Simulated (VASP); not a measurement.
# Al (P-1) in VASP: settings compared

Aim: see how the results for Al move with the level of theory and the settings. Levels: PBE, PBE+D4. Tasks: single point.

Everything below comes from runs of VASP 6.6.1. Logs are shortened: lines on timing, memory, paths and dates and some standing lists are left out, and cuts for length are marked.

## (1) The cell of the first run

The typed cell holds 2 atoms: a = 2.769 Å, b = 2.898 Å, c = 4.627 Å, α = 84.54°, β = 95.15°, γ = 117.48°.

## (2) Single point, PBE

Contents of INCAR:

```
ALGO = Normal
EDIFF = 1E-6
ENCUT = 520
GGA = PE
ISIF = 2
ISMEAR = -1
LASPH = True
LCHARG = False
LREAL = False
LWAVE = False
NBANDS = 10
NELM = 100
PREC = Accurate
SIGMA = 0.06802846561497
```

Contents of KPOINTS:

```
k-points
0
Gamma
  3 3 2
```

Contents of POSCAR:

```
Al
1.0
    2.7665285643      0.0282948595     -0.1226164938
   -1.3587602150      2.5556919516      0.1336153317
   -0.2121833091      0.1444816009      4.6201306572
Al
2
Direct
    0.6666666667      0.3333333333      0.7500000000
    0.3333333333      0.6666666667      0.2500000000
```

Potentials or basis: VASP PAW PBE potentials, release 64 (Al).

Started as:

```sh
cat potpaw_PBE.64/Al/POTCAR > POTCAR
mpirun -np 1 vasp_std > vasp.out
```

OUTCAR:

```text
EDIFF = 1E-6
   ENCUT = 520
   GGA = PE
   ISIF = 2
   ISMEAR = -1
   LASPH = True
   LREAL = False
   NELM = 100
   PREC = Accurate

 ion  position               nearest neighbor table
   1  0.667  0.333  0.750-   2 2.67   2 2.78   2 2.80   2 2.90   2 2.96   2 2.96
   2  0.333  0.667  0.250-   1 2.67   1 2.78   1 2.80   1 2.90   1 2.96   1 2.96

  LATTYP: Found a triclinic cell.
 ALAT       =     2.8975237238
 B/A-ratio  =     1.0155583391
 C/A-ratio  =     1.5969693702
 COS(alpha) =     0.0092132757
 COS(beta)  =     0.0950862448
 COS(gamma) =     0.5503610002

  Lattice vectors:

 A1 = (   1.3587602150,  -2.5556919516,  -0.1336153317)
 A2 = (  -1.4077683493,  -2.5839868111,  -0.0109988379)
 A3 = (   0.2121833091,  -0.1444816009,  -4.6201306572)

Analysis of symmetry for initial positions (statically):
=====================================================================
 Subroutine PRICEL returns:
 Original cell was already a primitive cell.

 Routine SETGRP: Setting up the symmetry group for a
 triclinic supercell.

 Subroutine GETGRP returns: Found  2 space group operations
 (whereof  2 operations were pure point group operations)
 out of a pool of  2 trial point group operations.

The static configuration has the point symmetry S_2 .

Analysis of symmetry for dynamics (positions and initial velocities):
=====================================================================
 Subroutine PRICEL returns:
 Original cell was already a primitive cell.

 Routine SETGRP: Setting up the symmetry group for a
 triclinic supercell.

 Subroutine GETGRP returns: Found  2 space group operations
 (whereof  2 operations were pure point group operations)
 out of a pool of  2 trial point group operations.

The dynamic configuration has the point symmetry S_2 .

 Subroutine INISYM returns: Found  2 space group operations
 (whereof  2 operations are pure point group operations),
 and found     1 'primitive' translations

----------------------------------------------------------------------------------------

                                     Primitive cell

  volume of cell :      32.7471

  direct lattice vectors                    reciprocal lattice vectors
     2.766528564  0.028294859 -0.122616494     0.359980285  0.190834933  0.010564565
    -1.358760215  2.555691952  0.133615332    -0.004532969  0.389521198 -0.012389361
    -0.212183309  0.144481601  4.620130657     0.009684833 -0.006200364  0.217082778

  length of vectors
     2.769389048  2.897523724  4.627256636     0.407572555  0.389744542  0.217387150

  position of ions in fractional coordinates (direct lattice)
     0.666666667  0.333333333  0.750000000
     0.333333333  0.666666667  0.250000000

  ion indices of the primitive-cell ions
   primitive index   ion index
                 1           1
                 2           2

----------------------------------------------------------------------------------------

 KPOINTS: k-points

Automatic generation of k-mesh.
 Grid dimensions read from file:
 generate k-points for:    3    3    2

 Generating k-lattice:

  Cartesian coordinates                     Fractional coordinates (reciprocal lattice)
     0.119993428  0.063611644  0.003521522     0.333333333 -0.000000000 -0.000000000
    -0.001510990  0.129840399 -0.004129787    -0.000000000  0.333333333  0.000000000
     0.004842417 -0.003100182  0.108541389    -0.000000000  0.000000000  0.500000000

  Length of vectors
     0.135857518  0.129914847  0.108693575

  Shift w.r.t. Gamma in fractional coordinates (k-lattice)
     0.000000000  0.000000000  0.000000000

 Subroutine IBZKPT returns following result:
 ===========================================

 Found     10 irreducible k-points:

 Following reciprocal coordinates:
            Coordinates               Weight
  0.000000  0.000000  0.000000      1.000000
  0.333333  0.000000 -0.000000      2.000000
 -0.000000  0.333333  0.000000      2.000000
  0.333333  0.333333  0.000000      2.000000
 -0.333333  0.333333 -0.000000      2.000000
  0.000000 -0.000000  0.500000      1.000000
  0.333333  0.000000  0.500000      2.000000
  0.000000  0.333333  0.500000      2.000000
  0.333333  0.333333  0.500000      2.000000
 -0.333333  0.333333  0.500000      2.000000
   k-points           NKPTS =     10   k-points in BZ     NKDIM =     10   number of bands    NBANDS=     10
   number of dos      NEDOS =    301   number of ions     NIONS =      2
   total plane-waves  NPLWV =  20736
   dimension x,y,z NGX =    24 NGY =   24 NGZ =   36
   dimension x,y,z NGXF=    48 NGYF=   48 NGZF=   72
   ions per type =               2
   NGX,Y,Z   is equivalent  to a cutoff of  14.41, 13.77, 12.93 a.u.
   NGXF,Y,Z  is equivalent  to a cutoff of  28.81, 27.54, 25.87 a.u.
 SYSTEM =  unknown system
   PREC   = accura    normal or accurate (medium, high low for compatibility)
   ISTART =      0    job   : 0-new  1-cont  2-samecut
   ICHARG =      2    charge: 1-file 2-atom 10-const
   ISPIN  =      1    spin polarized calculation?
   LNONCOLLINEAR =      F non collinear calculations
   LSORBIT =      F    spin-orbit coupling
   LASPH  =      T    aspherical Exc in radial PAW
   ENCUT  =  520.0 eV  38.22 Ry    6.18 a.u.   5.15  5.39  8.60*2*pi/ulx,y,z
   NELM   =    100;   NELMIN=  2; NELMDL= -5     # of ELM steps
   EDIFF  = 0.1E-05   stopping-criterion for ELM
   LREAL  =      F    real-space projection
[... 7 lines left out ...]
   TEBEG  =    0.0;   TEEND  =   0.0 temperature during run
   PSTRESS=    0.0 pullay stress
   NELECT =       6.0000    total number of electrons
   NUPDOWN=      -1.0000    fix difference up-down
   EMIN   =  10.00;   EMAX   =-10.00  energy-range for DOS
   EFERMI =   0.00;   METHOD = LEGACY
   ISMEAR =    -1;   SIGMA  =   0.07  broadening in eV -4-tet -1-fermi 0-gaus
   EFERMI_NEDOS =   21; number of points for ismear=-14 and -15
   IALGO  =     38    algorithm
   IMIX   =      4    mixing-type and parameters
     AMIX     =   0.40;   BMIX     =  1.00
     AMIX_MAG =   1.60;   BMIX_MAG =  1.00
  volume/ion in A,a.u.               =      16.37       110.49
  Fermi-wavevector in a.u.,A,eV,Ry     =   0.929824  1.757113 11.763227  0.864573
  Thomas-Fermi vector in A             =   2.056148
   LORBIT       =      0    0 simple, 1 ext, 2 COOP (PROOUT), +10 PAW based schemes
   GGA     = PE    functional components
   LHFCALC =     F    Hartree Fock is set to
   AEXX    =    0.0000 exact exchange contribution
   IVDW    =     0    specifies the selected vdW correction
   LEPSILON=     F    determine dielectric tensor
   LRPA    =     F    only Hartree local field effects (RPA)
 non-spin polarized calculation
  energy-cutoff  :      520.00
  volume of cell :       32.75
 maximum number of plane-waves:       892
 NGX is ok and might be reduce to    24
   NGX = 11   NGY = 11   NGZ = 17

 number of electron       6.0000000 magnetization

 Free energy of the ion-electron system (eV)
  ---------------------------------------------------
  ext. energy  EPLUGINS =         0.00000000
  ---------------------------------------------------
  free energy    TOTEN  =        -7.20060541 eV

  energy without entropy =       -7.18569635  energy(sigma->0) =       -7.19315088

 E-fermi :   7.7120     XC(G=0): -10.2198

 val. band max:        7.0829828836   @ k =  -0.0000   0.3333   0.0000
 cond. band min:       7.7359270999   @ k =   0.0000   0.3333   0.5000
 fundamental gap:      0.6529442163
 Fermi energy:         7.7120073565

 k-point     1 :       0.0000    0.0000    0.0000
  band No.  band energies     occupation
      1      -3.1089      2.00000
      2       3.5399      2.00000
      3       3.9185      2.00000
      4      17.4931      0.00000
      5      17.8522      0.00000
      6      19.3194      0.00000
      7      20.0098      0.00000
      8      20.6596      0.00000
      9      21.9285      0.00000
     10      21.9566      0.00000

 k-point     2 :       0.3333    0.0000   -0.0000
  band No.  band energies     occupation
      1      -0.4051      2.00000
      2       5.7943      2.00000
      3       6.5030      2.00000
      4       7.8738      0.16974
      5      13.0379      0.00000
      6      13.6187      0.00000
      7      14.7657      0.00000
      8      16.1543      0.00000
      9      18.5560      0.00000
     10      19.0322      0.00000

 k-point     3 :      -0.0000    0.3333    0.0000
  band No.  band energies     occupation
      1      -0.6362      2.00000
      2       5.5436      2.00000
      3       6.1940      2.00000
      4       7.0830      1.99981
      5      12.1456      0.00000
      6      13.8799      0.00000
      7      15.5252      0.00000
      8      17.1085      0.00000
      9      20.0944      0.00000
     10      20.3073      0.00000

 k-point     4 :       0.3333    0.3333    0.0000
  band No.  band energies     occupation
      1       4.1995      2.00000
      2       4.7164      2.00000
      3       5.2521      2.00000
      4       9.5136      0.00000
      5      10.1613      0.00000
      6      11.2594      0.00000
      7      11.4761      0.00000
      8      12.7804      0.00000
      9      13.8381      0.00000
     10      24.9264      0.00000

 k-point     5 :      -0.3333    0.3333   -0.0000
  band No.  band energies     occupation
      1      -0.2962      2.00000
      2       5.4670      2.00000
      3       6.9347      1.99998
      4       8.4097      0.00007
      5      12.5300      0.00000
      6      13.2142      0.00000
      7      14.6518      0.00000
      8      16.6251      0.00000
      9      18.8187      0.00000
     10      19.6918      0.00000

 k-point     6 :       0.0000   -0.0000    0.5000
  band No.  band energies     occupation
      1      -1.3779      2.00000
      2      -1.3632      2.00000
      3      11.8330      0.00000
      4      11.8745      0.00000
      5      18.4978      0.00000
      6      18.6153      0.00000
      7      19.3795      0.00000
      8      19.9918      0.00000
      9      20.5299      0.00000
     10      20.6711      0.00000

 k-point     7 :       0.3333    0.0000    0.5000
  band No.  band energies     occupation
      1       1.0808      2.00000
      2       1.5145      2.00000
      3       8.6501      0.00000
      4       9.5148      0.00000
      5      13.6331      0.00000
      6      14.3124      0.00000
      7      15.0664      0.00000
      8      15.6394      0.00000
      9      17.5389      0.00000
     10      18.2687      0.00000

 k-point     8 :       0.0000    0.3333    0.5000
  band No.  band energies     occupation
      1       0.8278      2.00000
      2       1.3145      2.00000
      3       7.7359      0.82598
      4       8.7124      0.00000
      5      13.4468      0.00000
      6      14.6582      0.00000
      7      16.5038      0.00000
      8      16.6681      0.00000
      9      18.5075      0.00000
     10      18.9954      0.00000

 k-point     9 :       0.3333    0.3333    0.5000
  band No.  band energies     occupation
      1       5.3432      2.00000
      2       5.6941      2.00000
      3       6.0637      2.00000
      4       6.4775      2.00000
      5       7.0005      1.99994
      6       8.1271      0.00447
      7      16.8109      0.00000
      8      18.2702      0.00000
      9      19.1644      0.00000
     10      19.4655      0.00000

 k-point    10 :      -0.3333    0.3333    0.5000
  band No.  band energies     occupation
      1       0.9442      2.00000
      2       1.8622      2.00000
      3       8.5788      0.00001
      4      10.4074      0.00000
      5      13.1281      0.00000
      6      14.4892      0.00000
      7      14.8717      0.00000
      8      15.2596      0.00000
      9      16.7793      0.00000
     10      17.6381      0.00000

------------------------ aborting loop because EDIFF is reached ----------------------------------------

  FORCE on cell =-STRESS in cart. coord.  units (eV):
  Direction    XX          YY          ZZ          XY          YZ          ZX
  --------------------------------------------------------------------------------------
  -------------------------------------------------------------------------------------
  Total       -2.3480909      1.2034207      2.0668823     -0.1797405     -0.7243258      0.2368051
  in kB     -114.8820216     58.8782186    101.1236931     -8.7939345    -35.4381579     11.5858596
  external PRESSURE =      15.0399634 kB  Pullay stress =       0.0000000 kB

 VOLUME and BASIS-vectors are now :
 -----------------------------------------------------------------------------
  energy-cutoff  :      520.00
  volume of cell :       32.75
      direct lattice vectors                 reciprocal lattice vectors
     2.766528564  0.028294859 -0.122616494     0.359980285  0.190834933  0.010564565
    -1.358760215  2.555691952  0.133615332    -0.004532969  0.389521198 -0.012389361
    -0.212183309  0.144481601  4.620130657     0.009684833 -0.006200364  0.217082778

 POSITION                                       TOTAL-FORCE (eV/Angst)
 -----------------------------------------------------------------------------------
      1.23229      0.97912      3.42789         0.025625      0.043549      0.077793
     -0.03671      1.74935      1.20324        -0.025625     -0.043549     -0.077793
 -----------------------------------------------------------------------------------
    total drift:                                0.000000     -0.000000      0.000000

  FREE ENERGIE OF THE ION-ELECTRON SYSTEM (eV)
  ---------------------------------------------------
  free  energy   TOTEN  =        -7.2006054117 eV

  energy  without entropy=       -7.1856963534  energy(sigma->0) =       -7.19315088
```

Wall time 3.2 s (1 thread of Intel Xeon 6975P-C, shared host); peak memory 0.14 GiB.

Results:

```
Free energy            : -7.2006 eV
Pressure               : 1.5 GPa
Largest force          : 0.093 eV/Å
Band gap on the k mesh : zero (band 3 reaches 11.83 eV, above the bottom of band 4 at 6.48 eV)
```

Forces in eV/Å, atoms in the order of the input:
```
Al   0.026  0.044  0.078
Al  -0.026 -0.044 -0.078
```

Caveat: the k points lie up to 0.85 Å⁻¹ apart.

## (3) Single point, PBE+D4

This run uses another cell than the first one, of 15.82 Å³/atom, 0.966 times its volume.

Contents of INCAR:

```
SYSTEM = Al
PREC = Accurate
ENCUT = 500
EDIFF = 1E-6
ISMEAR = 0
SIGMA = 0.1
LREAL = .False.
LASPH = .True.
NELM = 120
ALGO = Normal
ISIF = 2
LWAVE = .False.
LCHARG = .False.
GGA = PE
IVDW = 13
NBANDS = 10
GGA_COMPAT = .False.
```

Contents of KPOINTS:

```
regular mesh
0
Gamma
  3 3 2
  0 0 0
```

Contents of POSCAR:

```
Al
1.0
    2.7979377691     -0.0181875481     -0.0458809898
   -1.4147197632      2.4219838850     -0.0075631735
   -0.0793953564     -0.0609514111      4.6883297846
Al
2
Direct
    0.6666666667      0.3333333333      0.7500000000
    0.3333333333      0.6666666667      0.2500000000
```

Potentials or basis: VASP PAW PBE potentials, release 64 (Al).

Started as:

```sh
cat potpaw_PBE.64/Al/POTCAR > POTCAR
mpirun -np 1 vasp_std > vasp.out
```

OUTCAR:

```text
SYSTEM = Al
   PREC = Accurate
   ENCUT = 500
   EDIFF = 1E-6
   ISMEAR = 0
   LREAL = .False.
   LASPH = .True.
   NELM = 120
   ISIF = 2
   GGA = PE
   IVDW = 13

 ion  position               nearest neighbor table
   1  0.667  0.333  0.750-   2 2.79   2 2.81   2 2.83   2 2.87   2 2.88   2 2.90
   2  0.333  0.667  0.250-   1 2.79   1 2.81   1 2.83   1 2.87   1 2.88   1 2.90

  LATTYP: Found a triclinic cell.
 ALAT       =     2.7983730294
 B/A-ratio  =     2.4514242331
 C/A-ratio  =     1.0023343998
 COS(alpha) =     0.0034168922
 COS(beta)  =     0.5098627955
 COS(gamma) =     0.6300997425
[... 304 lines left out ...]

  DFT-D4 for vdW energy calculation

  Edisp (eV):   -0.71592

  FORCE on cell =-STRESS in cart. coord.  units (eV):
  Direction    XX          YY          ZZ          XY          YZ          ZX
  --------------------------------------------------------------------------------------
  -------------------------------------------------------------------------------------
  Total       0.63908    -0.53138     1.01587    -0.83271     0.53477     0.79933
  in kB      32.36577   -26.91101    51.44779   -42.17204    27.08311    40.48131
  external pressure =       18.97 kB  Pullay stress =        0.00 kB

 VOLUME and BASIS-vectors are now :
 -----------------------------------------------------------------------------
  energy-cutoff  :      500.00
  volume of cell :       31.64
      direct lattice vectors                 reciprocal lattice vectors
     2.797937769 -0.018187548 -0.045880990     0.358913416  0.209674595  0.008803993
    -1.414719763  2.421983885 -0.007563174     0.002783716  0.414527652  0.005436277
    -0.079395356 -0.060951411  4.688329785     0.003516893  0.002720633  0.213390503

 POSITION                                       TOTAL-FORCE (eV/Angst)
 -----------------------------------------------------------------------------------
      1.33417      0.74949      3.48314         0.035406     -0.028113     -0.003572
     -0.03035      1.59336      1.15175        -0.035406      0.028113      0.003572
 -----------------------------------------------------------------------------------
    total drift:                               -0.000000      0.000000     -0.000000

  FREE ENERGIE OF THE ION-ELECTRON SYSTEM (eV)
  ---------------------------------------------------
  free  energy   TOTEN  =        -7.9127549513 eV

  energy  without entropy=       -7.9038520222  energy(sigma->0) =       -7.90830349
```

OSZICAR:

```text
N       E                     dE             d eps       ncg     rms          rms(c)
DAV:   1    -0.126825282278E+00   -0.12683E+00   -0.24875E+03   200   0.480E+02
DAV:   2    -0.710605988451E+01   -0.69792E+01   -0.68223E+01   250   0.559E+01
DAV:   3    -0.724635511546E+01   -0.14030E+00   -0.13915E+00   304   0.645E+00
DAV:   4    -0.724679722508E+01   -0.44211E-03   -0.44201E-03   238   0.372E-01
DAV:   5    -0.724680118786E+01   -0.39628E-05   -0.39635E-05   250   0.363E-02    0.192E+00
DAV:   6    -0.721765232486E+01    0.29149E-01   -0.27430E-03   246   0.289E-01    0.111E+00
DAV:   7    -0.719692085976E+01    0.20731E-01   -0.80928E-03   214   0.459E-01    0.171E-01
DAV:   8    -0.719683560594E+01    0.85254E-04   -0.94715E-05   276   0.560E-02    0.209E-02
DAV:   9    -0.719683205722E+01    0.35487E-05   -0.19536E-06   220   0.746E-03    0.259E-03
DAV:  10    -0.719683123897E+01    0.81825E-06   -0.54354E-08   128   0.127E-03
   1 F= -.79127550E+01 E0= -.79083035E+01  d E =-.890293E-02
```

It took 4.2 s on 1 thread of Intel Xeon 6975P-C, shared host; peak memory 0.13 GiB.

What came out:

```
Free energy                : -7.9128 eV
Pressure                   : 1.9 GPa
Largest force              : 0.045 eV/Å
Band gap on the k mesh     : zero (band 3 reaches 11.47 eV, above the bottom of band 4 at 6.82 eV)
Dispersion energy per atom : -0.358 eV
```

Forces on the atoms (eV/Å):
```
Al   0.035 -0.028 -0.004
Al  -0.035  0.028  0.004
```

Caveat: the k points lie up to 0.87 Å⁻¹ apart; pairwise dispersion overbinds metals, which lowers pressure and volume.
